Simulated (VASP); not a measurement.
Write the native input for VASP 6.6.1 that does the following.

* Task: single point
* Functional: PBE
* Potentials or basis: VASP PAW PBE potentials, release 64 (Zn)
* Cutoff: 520 eV
* k mesh: 14 × 7 × 1
* Occupations: fermi-dirac, width 0.1 eV
* Spin: no spin polarisation
* Dipole correction: yes
* Further INCAR settings: ALGO = Normal; EDIFF = 1e-06; NBANDS = 45

The structure of Zn lies in POSCAR:

```
Zn
1.0
    2.6358129023      0.0000000000      0.0000000000
    0.0000000000      5.0929172529      0.0000000000
    0.0000000000      0.0000000000     21.3263000000
Zn
6
Direct
    0.7500000000      0.7500000000      0.3861879559
    0.2500000000      0.2500000000      0.3858825422
    0.2500000000      0.7500000000      0.5001522250
    0.7500000000      0.2500000000      0.4998477720
    0.7500000000      0.7500000000      0.6141174587
    0.2500000000      0.2500000000      0.6138120462
```

One way to write it, as run:

INCAR

```
SYSTEM = Zn
  PREC = Accurate
  ENCUT = 520
  EDIFF = 1E-6
  ISMEAR = -1
  SIGMA = 0.1
  LREAL = .False.
  LASPH = .True.
  NELM = 80
  ALGO = Normal
  ISIF = 2
  LWAVE = .False.
  LCHARG = .False.
  LDIPOL = .True.
  IDIPOL = 3
  DIPOL = 0.5 0.5 0.500
  GGA = PE
  NBANDS = 45
```

KPOINTS

```
regular mesh
0
Gamma
  14 7 1
  0 0 0
```

Potentials or basis: VASP PAW PBE potentials, release 64 (Zn).

Command:

```console
$ cat potpaw_PBE.64/Zn/POTCAR > POTCAR
$ mpirun -np 1 vasp_std > vasp.out
```

It gave:

* Largest force: 0.014 eV/Å
* Band gap on the k mesh: zero (band 36 reaches -0.96 eV, above the bottom of band 37 at -3.29 eV)

Wall time 4.6 min on 1 thread of Intel(R) Xeon(R) 6975P-C (Granite Rapids), on a shared host, peak memory 0.51 GiB.
